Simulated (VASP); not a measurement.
# SnSe2 (P1) in VASP: further runs

Runs on SnSe2. Level: PBEsol. Tasks: single point.

All numbers are computed with VASP 6.6.1; they aren't measurements. Logs are shortened: lines on timing, memory, paths and dates and some standing lists are left out, and cuts for length are marked.

**1. The cell of the first run**

The typed cell holds 3 atoms: a = 3.811 Å, b = 3.811 Å, c = 6.137 Å, α = 90.00°, β = 90.00°, γ = 120.00°.

**2. Single point, PBEsol (atom 2 (Se) moved by (-0.300, -0.300) A along [1 1 0] and z)**

INCAR

```
SYSTEM = SnSe2
ALGO = Normal
EDIFF = 1E-7
ENCUT = 520
GGA = PS
ISIF = 2
ISMEAR = 0
LASPH = .TRUE.
LCHARG = .TRUE.
LELF = .TRUE.
LREAL = .FALSE.
LVHAR = .TRUE.
LWAVE = .FALSE.
NBANDS = 20
NELM = 80
PREC = Accurate
SIGMA = 0.05
```

KPOINTS

```
k-points
0
G
  6 6 4
  0 0 0
```

POSCAR

```
SnSe2
1.0
    3.8109987816      0.0000000000      0.0000000000
   -1.9054993908      3.3004217586      0.0000000000
    0.0000000000      0.0000000000      6.1370000000
Sn Se
1 2
Direct
    0.0000000000      0.0000000000      0.0000000000
    0.2455331159      0.6023924466      0.2011161805
    0.6666666667      0.3333333333      0.7500000000
```

Potentials or basis: VASP PAW PBE potentials, release 64 (Sn_d, Se).

Run with:

```
$ cat potpaw_PBE.64/Sn_d/POTCAR potpaw_PBE.64/Se/POTCAR > POTCAR
$ mpirun -np 1 vasp_std > vasp.out
```

OUTCAR:

```text
SYSTEM = SnSe2
   EDIFF = 1E-7
   ENCUT = 520
   GGA = PS
   ISIF = 2
   ISMEAR = 0
   LASPH = .TRUE.
   LREAL = .FALSE.
   NELM = 80
   PREC = Accurate

 ion  position               nearest neighbor table
   1  0.000  0.000  0.000-   2 2.35   2 2.47   3 2.68   3 2.68   3 2.68   2 2.78
   2  0.246  0.602  0.201-   1 2.35   1 2.47   1 2.78
   3  0.667  0.333  0.750-   1 2.68   1 2.68   1 2.68

  LATTYP: Found a hexagonal cell.
 ALAT       =     3.8109987816
 C/A-ratio  =     1.6103390087

  Lattice vectors:

 A1 = (   3.8109987816,   0.0000000000,   0.0000000000)
 A2 = (  -1.9054993908,   3.3004217586,   0.0000000000)
 A3 = (   0.0000000000,   0.0000000000,   6.1370000000)

Analysis of symmetry for initial positions (statically):
=====================================================================
 Subroutine PRICEL returns:
 Original cell was already a primitive cell.

 Routine SETGRP: Setting up the symmetry group for a
 hexagonal supercell.

 Subroutine GETGRP returns: Found  1 space group operations
 (whereof  1 operations were pure point group operations)
 out of a pool of 24 trial point group operations.

The static configuration has the point symmetry C_1 .

Analysis of symmetry for dynamics (positions and initial velocities):
=====================================================================
 Subroutine PRICEL returns:
 Original cell was already a primitive cell.

 Routine SETGRP: Setting up the symmetry group for a
 hexagonal supercell.

 Subroutine GETGRP returns: Found  1 space group operations
 (whereof  1 operations were pure point group operations)
 out of a pool of 24 trial point group operations.

The dynamic configuration has the point symmetry C_1 .

 Subroutine INISYM returns: Found  1 space group operations
 (whereof  1 operations are pure point group operations),
 and found     1 'primitive' translations

----------------------------------------------------------------------------------------

                                     Primitive cell

  volume of cell :      77.1906

  direct lattice vectors                    reciprocal lattice vectors
     3.810998782  0.000000000  0.000000000     0.262398405  0.151495789  0.000000000
    -1.905499391  3.300421759  0.000000000     0.000000000  0.302991579  0.000000000
     0.000000000  0.000000000  6.137000000     0.000000000  0.000000000  0.162946065

  length of vectors
     3.810998782  3.810998782  6.137000000     0.302991579  0.302991579  0.162946065

  position of ions in fractional coordinates (direct lattice)
     0.000000000  0.000000000  0.000000000
     0.245533116  0.602392447  0.201116181
     0.666666667  0.333333333  0.750000000

  ion indices of the primitive-cell ions
   primitive index   ion index
                 1           1
                 2           2
                 3           3

----------------------------------------------------------------------------------------

 KPOINTS: k-points

Automatic generation of k-mesh.
 Grid dimensions read from file:
 generate k-points for:    6    6    4

 Generating k-lattice:

  Cartesian coordinates                     Fractional coordinates (reciprocal lattice)
     0.043733067  0.025249298  0.000000000     0.166666667 -0.000000000  0.000000000
     0.000000000  0.050498596  0.000000000     0.000000000  0.166666667  0.000000000
     0.000000000  0.000000000  0.040736516     0.000000000  0.000000000  0.250000000

  Length of vectors
     0.050498596  0.050498596  0.040736516

  Shift w.r.t. Gamma in fractional coordinates (k-lattice)
     0.000000000  0.000000000  0.000000000

 Subroutine IBZKPT returns following result:
 ===========================================

 Found     76 irreducible k-points:

 Following reciprocal coordinates:
            Coordinates               Weight
  0.000000  0.000000  0.000000      1.000000
  0.166667  0.000000  0.000000      2.000000
  0.000000  0.166667  0.000000      2.000000
 -0.166667  0.166667  0.000000      2.000000
  0.333333 -0.000000  0.000000      2.000000
  0.000000  0.333333  0.000000      2.000000
[... 16 lines left out ...]
  0.000000  0.166667  0.250000      2.000000
 -0.166667  0.166667  0.250000      2.000000
 [... further k-points ...]
   k-points           NKPTS =     76   k-points in BZ     NKDIM =     76   number of bands    NBANDS=     20
   number of dos      NEDOS =    301   number of ions     NIONS =      3
   total plane-waves  NPLWV =  37632
   dimension x,y,z NGX =    28 NGY =   28 NGZ =   48
   dimension x,y,z NGXF=    56 NGYF=   56 NGZF=   96
   ions per type =               1   2
   NGX,Y,Z   is equivalent  to a cutoff of  12.21, 12.21, 13.00 a.u.
   NGXF,Y,Z  is equivalent  to a cutoff of  24.43, 24.43, 26.01 a.u.
 SYSTEM =  SnSe2
   PREC   = accura    normal or accurate (medium, high low for compatibility)
   ISTART =      0    job   : 0-new  1-cont  2-samecut
   ICHARG =      2    charge: 1-file 2-atom 10-const
   ISPIN  =      1    spin polarized calculation?
   LNONCOLLINEAR =      F non collinear calculations
   LSORBIT =      F    spin-orbit coupling
   LASPH  =      T    aspherical Exc in radial PAW
   ENCUT  =  520.0 eV  38.22 Ry    6.18 a.u.   7.09  7.09 11.41*2*pi/ulx,y,z
   NELM   =     80;   NELMIN=  2; NELMDL= -5     # of ELM steps
   EDIFF  = 0.1E-06   stopping-criterion for ELM
   LREAL  =      F    real-space projection
   EDIFFG = 0.1E-05   stopping-criterion for IOM
   NSW    =      0    number of steps for IOM
   IBRION =     -1    ionic relax: 0-MD 1-quasi-New 2-CG
   NFREE  =      0    steps in history (QN), initial steepest desc. (CG)
   ISIF   =      2    stress and relaxation
   ISYM   =      2    0-nonsym 1-usesym 2-fastsym
   POTIM  = 0.5000    time-step for ionic-motion
   TEBEG  =    0.0;   TEEND  =   0.0 temperature during run
   PSTRESS=    0.0 pullay stress
   NELECT =      26.0000    total number of electrons
   NUPDOWN=      -1.0000    fix difference up-down
   EMIN   =  10.00;   EMAX   =-10.00  energy-range for DOS
   EFERMI =   0.00;   METHOD = LEGACY
   ISMEAR =     0;   SIGMA  =   0.05  broadening in eV -4-tet -1-fermi 0-gaus
   EFERMI_NEDOS =   21; number of points for ismear=-14 and -15
   IALGO  =     38    algorithm
   IMIX   =      4    mixing-type and parameters
     AMIX     =   0.40;   BMIX     =  1.00
     AMIX_MAG =   1.60;   BMIX_MAG =  1.00
  volume/ion in A,a.u.               =      25.73       173.64
  Fermi-wavevector in a.u.,A,eV,Ry     =   1.139054  2.152501 17.652812  1.297445
  Thomas-Fermi vector in A             =   2.275758
   LORBIT       =      0    0 simple, 1 ext, 2 COOP (PROOUT), +10 PAW based schemes
   GGA     = PS    functional components
   LHFCALC =     F    Hartree Fock is set to
   AEXX    =    0.0000 exact exchange contribution
   IVDW    =     0    specifies the selected vdW correction
   LEPSILON=     F    determine dielectric tensor
   LRPA    =     F    only Hartree local field effects (RPA)
 non-spin polarized calculation
 Gauss-broadening in eV      SIGMA  =   0.05
  energy-cutoff  :      520.00
  volume of cell :       77.19
 maximum number of plane-waves:      2109
   NGX = 15   NGY = 15   NGZ = 23

 number of electron      26.0000005 magnetization

 Free energy of the ion-electron system (eV)
  ---------------------------------------------------
  ext. energy  EPLUGINS =         0.00000000
  ---------------------------------------------------
  free energy    TOTEN  =       -11.99711459 eV

  energy without entropy =      -11.99711459  energy(sigma->0) =      -11.99711459

 E-fermi :   4.4272     XC(G=0):  -9.5024

 val. band max:        4.2295357391   @ k =  -0.1667   0.3333   0.0000
 cond. band min:       4.6244268540   @ k =   0.5000   0.0000   0.2500
 fundamental gap:      0.3948911149
 Fermi energy:         4.4272373344

 k-point     1 :       0.0000    0.0000    0.0000
  band No.  band energies     occupation
      1     -17.4234      2.00000
      2     -17.3640      2.00000
      3     -17.3112      2.00000
      4     -17.2895      2.00000
      5     -17.2778      2.00000
      6     -10.7017      2.00000
[... 12 lines left out ...]
     19      12.3850      0.00000
     20      13.2443      0.00000

 k-point     2 :       0.1667    0.0000    0.0000
  band No.  band energies     occupation
      1     -17.4272      2.00000
      2     -17.3727      2.00000
      3     -17.3037      2.00000
      4     -17.2931      2.00000
      5     -17.2714      2.00000
      6     -10.4205      2.00000
[... 12 lines left out ...]
     19      12.4845      0.00000
     20      12.7553      0.00000

 k-point     3 :       0.0000    0.1667    0.0000
  band No.  band energies     occupation
      1     -17.4464      2.00000
      2     -17.3487      2.00000
      3     -17.3014      2.00000
      4     -17.2896      2.00000
      5     -17.2803      2.00000
      6     -10.4071      2.00000
[... 12 lines left out ...]
     19      12.3657      0.00000
     20      12.8098      0.00000

 k-point     4 :      -0.1667    0.1667    0.0000
  band No.  band energies     occupation
      1     -17.4364      2.00000
      2     -17.3593      2.00000
      3     -17.3034      2.00000
      4     -17.2921      2.00000
      5     -17.2754      2.00000
      6     -10.4072      2.00000
[... 12 lines left out ...]
     19      12.3655      0.00000
     20      12.6574      0.00000

 k-point     5 :       0.3333   -0.0000    0.0000
  band No.  band energies     occupation
      1     -17.4495      2.00000
      2     -17.3795      2.00000
      3     -17.3124      2.00000
      4     -17.2756      2.00000
      5     -17.2551      2.00000
      6      -9.6764      2.00000
[... 12 lines left out ...]
     19      12.6828      0.00000
     20      13.0061      0.00000
[... 353 lines left out ...]
      6     -10.6680      2.00000
[... 12 lines left out ...]
     19      12.1856      0.00000
     20      12.9799      0.00000

 k-point    22 :       0.1667    0.0000    0.2500
  band No.  band energies     occupation
      1     -17.4272      2.00000
      2     -17.3727      2.00000
      3     -17.3037      2.00000
      4     -17.2931      2.00000
      5     -17.2714      2.00000
      6     -10.3894      2.00000
[... 12 lines left out ...]
     19      12.2962      0.00000
     20      12.8717      0.00000

 k-point    23 :       0.0000    0.1667    0.2500
  band No.  band energies     occupation
      1     -17.4464      2.00000
      2     -17.3487      2.00000
      3     -17.3013      2.00000
      4     -17.2896      2.00000
      5     -17.2803      2.00000
      6     -10.3740      2.00000
[... 12 lines left out ...]
     19      12.2803      0.00000
     20      12.8862      0.00000

 k-point    24 :      -0.1667    0.1667    0.2500
  band No.  band energies     occupation
      1     -17.4364      2.00000
      2     -17.3594      2.00000
      3     -17.3033      2.00000
      4     -17.2921      2.00000
      5     -17.2754      2.00000
      6     -10.3741      2.00000
[... 12 lines left out ...]
     19      12.2304      0.00000
     20      13.2507      0.00000

 [... further k-points ...]

------------------------ aborting loop because EDIFF is reached ----------------------------------------

  FORCE on cell =-STRESS in cart. coord.  units (eV):
  Direction    XX          YY          ZZ          XY          YZ          ZX
  --------------------------------------------------------------------------------------
  -------------------------------------------------------------------------------------
  Total        3.6705219      6.4018572      6.7628286     -1.2760336      2.5840439      1.7567390
  in kB       76.1857996    132.8777270    140.3700931    -26.4855078     53.6347291     36.4630892
  external PRESSURE =     116.4778732 kB  Pullay stress =       0.0000000 kB

 VOLUME and BASIS-vectors are now :
 -----------------------------------------------------------------------------
  energy-cutoff  :      520.00
  volume of cell :       77.19
      direct lattice vectors                 reciprocal lattice vectors
     3.810998782  0.000000000  0.000000000     0.262398405  0.151495789  0.000000000
    -1.905499391  3.300421759  0.000000000     0.000000000  0.302991579  0.000000000
     0.000000000  0.000000000  6.137000000     0.000000000  0.000000000  0.162946065

 POSITION                                       TOTAL-FORCE (eV/Angst)
 -----------------------------------------------------------------------------------
      0.00000      0.00000      0.00000        -0.719563     -1.716609     -3.287598
     -0.21213      1.98815      1.23425         1.082192      1.932335      4.313927
      1.90550      1.10014      4.60275        -0.362629     -0.215726     -1.026329
 -----------------------------------------------------------------------------------
    total drift:                               -0.000095     -0.000106     -0.000186

  FREE ENERGIE OF THE ION-ELECTRON SYSTEM (eV)
  ---------------------------------------------------
  free  energy   TOTEN  =       -11.9971145860 eV

  energy  without entropy=      -11.9971145859  energy(sigma->0) =      -11.99711459
```

Wall time 2.1 min (1 thread of Intel Xeon Platinum 8259CL at 2.50GHz (Skylake/Cascade Lake), shared host); peak memory 0.26 GiB.

Results:

```yaml
Free_energy: -11.9971 eV
Pressure: 11.6 GPa
Largest_force: 4.849 eV/Å
Band_gap_on_the_k_mesh: 0.39 eV, indirect (least direct gap 0.77 eV)
```

Forces in eV/Å, atoms in the order of the input:
```
Sn  -0.720 -1.717 -3.288
Se   1.082  1.932  4.314
Se  -0.363 -0.216 -1.026
```

Levels at points of the mesh, in eV from the valence-band top:
```
           k point  band 9  band 10  band 11  band 12  band 13  band 14  band 15  band 16  band 17  band 18
(0.00, 0.00, 0.00)   -2.41    -1.10    -0.55    -0.37    -0.05     0.72     2.46     3.65     5.02     7.32
(0.50, 0.00, 0.00)   -5.17    -3.87    -2.38    -1.46    -0.57     0.51     3.46     5.99     6.37     7.26
(0.00, 0.50, 0.00)   -4.82    -3.51    -3.05    -0.74    -0.45     0.94     3.48     5.30     6.16     8.69
(0.50, 0.50, 0.00)   -4.93    -3.54    -2.82    -0.97    -0.61     0.97     3.30     5.60     6.34     8.33
(0.00, 0.00, 0.50)   -2.42    -1.79    -1.05    -0.56    -0.34     1.42     2.74     3.49     4.78     7.76
(0.50, 0.00, 0.50)   -5.48    -3.81    -1.72    -0.96    -0.69     0.41     3.53     4.87     6.10     6.77
(0.00, 0.50, 0.50)   -5.10    -3.38    -2.41    -1.23    -0.51     1.31     3.94     5.58     5.69     7.03
(0.50, 0.50, 0.50)   -5.21    -3.41    -2.15    -1.34    -0.43     1.10     3.60     5.42     5.78     7.29
```

Caveat: the cell differs from its parent crystal (atom 2 (Se) moved by (-0.300, -0.300) A along [1 1 0] and z); the PAW data sets were made with another functional, which shifts forces and pressure a little; spin-orbit coupling is left out, which moves the levels of the heavy elements. A k mesh can miss the band edges.

**3. Single point, PBEsol (atom 2 (Se) moved by (-0.300, +0.000) A along [1 1 0] and z)**

INCAR

```
SYSTEM = SnSe2
ALGO     = Normal         ! electronic algorithm
EDIFF    = 1E-6           ! SCF threshold, eV
ENCUT    = 520            ! plane-wave cutoff, eV
GGA      = PS             ! functional
ISIF     = 2              ! what is computed and relaxed
ISMEAR   = 0              ! smearing method
LASPH    = .TRUE.         ! aspherical terms in the spheres
LCHARG   = .TRUE.         ! write CHGCAR
LELF     = .TRUE.         ! ELF
LREAL    = .FALSE.        ! projectors in reciprocal space
LVHAR    = .TRUE.       
LWAVE    = .FALSE.        ! write WAVECAR
NBANDS   = 20             ! bands
NELM     = 60             ! most SCF steps
PREC     = Accurate       ! precision mode
SIGMA    = 0.05           ! smearing width, eV
```

KPOINTS is that of step 2.

POSCAR, as its differences from that of step 2:

```diff
@@ -9,3 +9,3 @@
     0.0000000000      0.0000000000      0.0000000000
-    0.2455331159      0.6023924466      0.2011161805
+    0.2455331159      0.6023924466      0.2500000000
     0.6666666667      0.3333333333      0.7500000000
```

Potentials or basis: VASP PAW PBE potentials, release 64 (Sn_d, Se).

Run with:

```
$ cat potpaw_PBE.64/Sn_d/POTCAR potpaw_PBE.64/Se/POTCAR > POTCAR
$ mpirun -np 1 vasp_std > vasp.out
```

It took 96 s on 1 thread of Intel Xeon Platinum 8259CL at 2.50GHz (Skylake/Cascade Lake), shared host; peak memory 0.26 GiB.

It converged, with:

```
Free energy            : -12.7878 eV
Pressure               : 3.5 GPa
Largest force          : 1.399 eV/Å
Band gap on the k mesh : 0.26 eV, indirect (least direct gap 0.84 eV)
```

Forces on the atoms (eV/Å):
```
Sn  -0.252 -0.696 -0.441
Se   0.483  0.852  0.998
Se  -0.231 -0.156 -0.557
```

Stress tensor (GPa, compression positive):
```
 1.91 -0.48  1.72
-0.48  3.17  2.72
 1.72  2.72  5.29
```

Levels at points of the mesh, in eV from the valence-band top:
| k point | band 11 | band 12 | band 13 | band 14 | band 15 | band 16 |
| --- | --- | --- | --- | --- | --- | --- |
| (0.00, 0.00, 0.00) | -0.43 | -0.26 | 0.00 | 0.84 | 2.70 | 4.08 |
| (0.50, 0.00, 0.00) | -2.69 | -1.87 | -0.53 | 0.95 | 3.51 | 5.34 |
| (0.00, 0.50, 0.00) | -2.64 | -0.95 | -0.43 | 1.00 | 3.44 | 4.79 |
| (0.50, 0.50, 0.00) | -2.59 | -1.20 | -0.54 | 1.11 | 3.32 | 5.00 |
| (0.00, 0.00, 0.50) | -0.67 | -0.36 | -0.16 | 2.21 | 2.69 | 3.89 |
| (0.50, 0.00, 0.50) | -1.85 | -0.93 | -0.72 | 0.26 | 3.49 | 4.37 |
| (0.00, 0.50, 0.50) | -2.23 | -1.25 | -0.66 | 1.02 | 4.13 | 4.82 |
| (0.50, 0.50, 0.50) | -2.06 | -1.23 | -0.60 | 0.84 | 3.80 | 4.64 |

Caveat: the cell differs from its parent crystal (atom 2 (Se) moved by (-0.300, +0.000) A along [1 1 0] and z); the PAW data sets were made with another functional, which shifts forces and pressure a little; spin-orbit coupling is left out, which moves the levels of the heavy elements. A k mesh can miss the band edges.

**4. Single point, PBEsol (atom 2 (Se) moved by (-0.300, +0.300) A along [1 1 0] and z)**

INCAR

```
ALGO     = Normal         # electronic algorithm
EDIFF    = 1E-6           # SCF threshold, eV
ENCUT    = 520            # plane-wave cutoff, eV
GGA      = PS             # functional
ISIF     = 2              # what is computed and relaxed
ISMEAR   = 0              # smearing method
LASPH    = T              # aspherical terms in the spheres
LCHARG   = F              # write CHGCAR
LREAL    = F              # projectors in reciprocal space
LWAVE    = F              # write WAVECAR
NBANDS   = 20             # bands
NELM     = 60             # most SCF steps
PREC     = Accurate       # precision mode
SIGMA    = 0.05           # smearing width, eV
```

KPOINTS

```
k-points
0
Gamma
  6 6 4
```

POSCAR, as its differences from that of step 3:

```diff
@@ -9,3 +9,3 @@
     0.0000000000      0.0000000000      0.0000000000
-    0.2455331159      0.6023924466      0.2500000000
+    0.2455331159      0.6023924466      0.2988838195
     0.6666666667      0.3333333333      0.7500000000
```

Run with:

```
$ cat potpaw_PBE.64/Sn_d/POTCAR potpaw_PBE.64/Se/POTCAR > POTCAR
$ mpirun -np 1 vasp_std > vasp.out
```

Wall time 1.8 min (1 thread of Intel Xeon Platinum 8259CL at 2.50GHz (Skylake/Cascade Lake), shared host); peak memory 0.26 GiB.

The run converged. Its results:

```yaml
Free_energy: -12.7000 eV
Pressure: -1.3 GPa
Largest_force: 1.543 eV/Å
Band_gap_on_the_k_mesh: zero (band 13 reaches 4.69 eV, above the bottom of band 14 at 4.14 eV)
```

Forces on the atoms (eV/Å):
```
Sn   0.029 -0.145  1.536
Se   0.129  0.272 -1.261
Se  -0.158 -0.126 -0.275
```

Stress tensor (GPa, compression positive):
```
-0.08  0.17  0.30
 0.17 -0.49  0.82
 0.30  0.82 -3.26
```

Levels at points of the mesh, in eV from the Fermi level:
| k point | band 11 | band 12 | band 13 | band 14 | band 15 | band 16 |
| --- | --- | --- | --- | --- | --- | --- |
| (0.00, 0.00, 0.00) | -0.75 | -0.49 | 0.07 | 0.12 | 2.73 | 3.86 |
| (0.50, 0.00, 0.00) | -3.00 | -2.77 | -0.65 | 0.78 | 2.95 | 4.29 |
| (0.00, 0.50, 0.00) | -2.89 | -1.89 | -0.49 | 0.63 | 2.58 | 4.01 |
| (0.50, 0.50, 0.00) | -2.87 | -2.15 | -0.56 | 0.75 | 2.62 | 4.06 |
| (0.00, 0.00, 0.50) | -1.34 | -0.40 | 0.05 | 1.80 | 2.72 | 3.65 |
| (0.50, 0.00, 0.50) | -2.30 | -1.23 | -1.12 | -0.48 | 2.44 | 3.88 |
| (0.00, 0.50, 0.50) | -2.59 | -1.79 | -0.99 | 0.26 | 3.42 | 3.72 |
| (0.50, 0.50, 0.50) | -2.49 | -1.63 | -0.96 | 0.08 | 3.09 | 3.70 |

Caveat: the cell differs from its parent crystal (atom 2 (Se) moved by (-0.300, +0.300) A along [1 1 0] and z); the PAW data sets were made with another functional, which shifts forces and pressure a little; spin-orbit coupling is left out, which moves the levels of the heavy elements.
